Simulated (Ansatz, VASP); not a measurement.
**Two plane-wave programs on Be5Sn**

Contents of INCAR:

```
SYSTEM = Be5Sn
ALGO = Normal
EDIFF = 1E-6
ENCUT = 520
GGA = PE
ISIF = 2
ISMEAR = 0
LASPH = .True.
LCHARG = .False.
LREAL = .False.
LWAVE = .False.
NBANDS = 21
NELM = 100
PREC = Accurate
SIGMA = 0.1
```

File KPOINTS:

```
k-points
0
Gamma
  6 6 2
  0 0 0
```

Contents of POSCAR:

```
Be5Sn
1.0
    2.7144808900      0.0000000000      0.0000000000
   -1.3572404400      2.3508094100      0.0000000000
    0.0000000000      0.0000000000     11.0750068400
Be Sn
5 1
Direct
    0.0000000000      0.0000000000      0.6501677900
    0.3333333300      0.6666666700      0.8003355800
    0.3333333300      0.6666666700      0.1996644200
    0.0000000000      0.0000000000      0.3498322100
    0.6666666700      0.3333333300      0.5000000000
    0.0000000000      0.0000000000      0.0000000000
```

Input for Ansatz:

```yaml
crystal:
  lattice:
    - [2.71448089, 0.0, 0.0]
    - [-1.35724044, 2.35080941, 0.0]
    - [0.0, 0.0, 11.07500684]
  atoms:
    - { symbol: Be, position: [0.0, 0.0, 0.65016779] }
    - { symbol: Be, position: [0.33333333, 0.66666667, 0.80033558] }
    - { symbol: Be, position: [0.33333333, 0.66666667, 0.19966442] }
    - { symbol: Be, position: [0.0, 0.0, 0.34983221] }
    - { symbol: Be, position: [0.66666667, 0.33333333, 0.5] }
    - { symbol: Sn, position: [0.0, 0.0, 0.0] }
basis:
  ecutwfc: 420
kpoints:
  mp_grid: { grid: [6, 6, 2] }
hamiltonian:
  xc: pbe
scf:
  occupations: { method: gaussian, width: 0.1 }
  lower_state_search: "off"
output:
  forces: true
  stress: true
  eigenvalues: true
```

Alike in both runs: task single point; functional PBE; k mesh 6 × 6 × 2; occupations gaussian, width 0.1 eV; no spin polarisation.

```csv
,VASP,Ansatz
version,VASP 6.6.1,Ansatz 0.2.0
potentials or method,"VASP PAW PBE potentials, release 64 (Be, Sn_d), cutoff 520 eV","scalar-relativistic, plane waves, PAW"
valence electrons in the cell,24,24
```

|  | VASP | Ansatz | Ansatz less VASP |
| --- | --- | --- | --- |
| gap on the k mesh at the Fermi level (eV) | none | none | - |
| pressure (GPa) | 7.6 | 7.6 | -0.03 |
| traceless stress, the component that is largest in VASP (GPa) | -0.92 | -0.94 | -0.024 |
| rms of the force components (eV/Å) | 0.269 | 0.269 | +0.0003 |

Atom by atom the forces differ by 0.000 eV/Å (rms over components). A gap of «none» marks a metal or a gap that the smearing closes.

The k mesh is coarse, so the values compare programs but aren't converged.
